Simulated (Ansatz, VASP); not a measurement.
SiC in VASP and in Ansatz

```
CELL_PARAMETERS angstrom
3.01291 0.00000 0.00000
-1.50645 2.60925 0.00000
0.00000 0.00000 9.86507
ATOMIC_POSITIONS crystal
Si 0.00000 0.00000 0.18789
Si 0.00000 0.00000 0.68789
Si 0.33333 0.66667 0.43784
Si 0.66667 0.33333 0.93784
C 0.00000 0.00000 0.00046
C 0.00000 0.00000 0.50046
C 0.33333 0.66667 0.24980
C 0.66667 0.33333 0.74980
```

Alike in both runs: task single point; functional LDA; k mesh 10 × 10 × 3; occupations fermi-dirac, width 0.05 eV; no spin polarisation.

|  | VASP | Ansatz |
| --- | --- | --- |
| version | VASP 6.6.1 | Ansatz 0.2.0 |
| potentials or method | VASP PAW LDA potentials, release 64 (Si, C) | JTH PAW LDA |
| plane-wave cutoff (eV) | 520 | 780 |
| valence electrons in the cell | 32 | 32 |

Ansatz gave:

```
gap on the k mesh at the Fermi level (eV)                     : 2.19
least direct gap on the mesh (eV)                             : 3.35
pressure (GPa)                                                : 10.8
traceless stress, the component that is largest in VASP (GPa) : -0.17
rms of the force components (eV/Å)                            : 0.005
```

Estimate VASP's values.

gap on the k mesh at the Fermi level (eV): 2.18; least direct gap on the mesh (eV): 3.32; pressure (GPa): 11.7; traceless stress, the component that is largest in VASP (GPa): -0.18; rms of the force components (eV/Å): 0.006.

LDA's correlation is that of Perdew and Zunger in VASP and of Perdew and Wang (1992) in Ansatz. Atom by atom the forces differ by 0.001 eV/Å (rms over components).

Noted on Ansatz's run: odd divisions of the mesh miss points on the zone boundary, where band edges often lie, so the gap on the mesh can be too wide.
